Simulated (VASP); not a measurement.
Set up this calculation in VASP 6.6.1, as the native input.

```yaml
Task: single point
Functional: PBE
Potentials_or_basis: VASP PAW PBE potentials, release 64 (Zr_sv, Os)
Cutoff: 520 eV
k_mesh: 4 × 4 × 4
Occupations: gaussian, width 0.1 eV
Spin: no spin polarisation
Dipole_correction: no
Further_INCAR_settings: ALGO = Fast; EDIFF = 1e-07; NBANDS = 41
```

The structure of Zr2Os lies in POSCAR:

```
Zr2Os
1.0
    5.6618714108      0.0000000000      0.0000000000
    0.0000000000      5.6618714108      0.0000000000
    0.0000000000      0.0000000000      5.6618714108
Zr Os
4 2
Direct
    0.2500000000      0.2500000000      0.2500000000
    0.2500000000      0.7500000000      0.7500000000
    0.7500000000      0.7500000000      0.2500000000
    0.7500000000      0.2500000000      0.7500000000
    0.0000000000      0.0000000000      0.0000000000
    0.5000000000      0.5000000000      0.5000000000
```

The cell was generated, and may not be a known phase.

The input as run:

INCAR

```
SYSTEM = Zr2Os
ALGO = Fast ; EDIFF = 1E-7
ENCUT = 520 ; GGA = PE
ISIF = 2 ; ISMEAR = 0
LASPH = .TRUE. ; LCHARG = .FALSE.
LREAL = .FALSE. ; LWAVE = .FALSE.
NBANDS = 41 ; NELM = 60
PREC = Accurate ; SIGMA = 0.1
```

KPOINTS

```
k-points
0
G
  4 4 4
  0 0 0
```

Potentials or basis: VASP PAW PBE potentials, release 64 (Zr_sv, Os).

Launch:

```console
$ cat potpaw_PBE.64/Zr_sv/POTCAR potpaw_PBE.64/Os/POTCAR > POTCAR
$ mpirun -np 1 vasp_std > vasp.out
```

Results of the run:

| Property | Result |
| --- | --- |
| Pressure | 0.2 GPa |
| Band gap on the k mesh | zero (bands 32 and 33 overlap by 0.81 eV) |

Caveat: spin-orbit coupling is left out, which moves the levels of the heavy elements.

It took 3.5 min on 1 thread of Intel Xeon 8259CL, on a shared host, peak memory 0.29 GiB.
